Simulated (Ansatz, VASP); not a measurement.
P in VASP and in Ansatz

File INCAR:

```
SYSTEM = P
  PREC = Accurate
  ENCUT = 500
  EDIFF = 1E-6
  ISMEAR = -1
  SIGMA = 0.05
  LREAL = .FALSE.
  LASPH = .TRUE.
  NELM = 120
  ALGO = Normal
  ISIF = 2
  LWAVE = .FALSE.
  LCHARG = .FALSE.
  GGA = PE
  NBANDS = 8
  GGA_COMPAT = .FALSE.
```

The input KPOINTS:

```
regular mesh
0
G
  17 17 17
  0 0 0
```

Contents of POSCAR:

```
P
1.0
    0.0000000000      1.9184950389      1.9184950389
    1.9184950389      0.0000000000      1.9184950389
    1.9184950389      1.9184950389      0.0000000000
P
1
Direct
    0.0000000000      0.0000000000      0.0000000000
```

Input for Ansatz:

```yaml
crystal:
  lattice:
    - [0.0, 1.9184950389, 1.9184950389]
    - [1.9184950389, 0.0, 1.9184950389]
    - [1.9184950389, 1.9184950389, 0.0]
  atoms:
    - { symbol: P, position: [0.0, 0.0, 0.0] }
kpoints:
  mp_grid: { grid: [17, 17, 17] }
scf:
  occupations: { method: fermi_dirac, width: 0.05 }
hamiltonian:
  xc: pbe
  pseudopotentials: { kind: paw }
output:
  forces: true
  stress: true
  eigenvalues: true
```

Change from the starting cell: volume scaled by 0.975, to set the pressure.

Alike in both runs: task single point; functional PBE; k mesh 17 × 17 × 17; occupations fermi-dirac, width 0.05 eV; no spin polarisation.

|  | VASP | Ansatz |
| --- | --- | --- |
| version | VASP 6.6.1 | Ansatz 0.2.0 |
| potentials or method | VASP PAW PBE potentials, release 64 (P) | PAW with Ansatz's default frozen-core files, scalar-relativistic |
| plane-wave cutoff (eV) | 500 | 420 |
| valence electrons in the cell | 5 | 5 |

Ansatz gave:

| Quantity | Value |
| --- | --- |
| pressure (GPa) | 2.2 |

Task: Which values does VASP return?

Result: Pressure (GPa): 2.0.
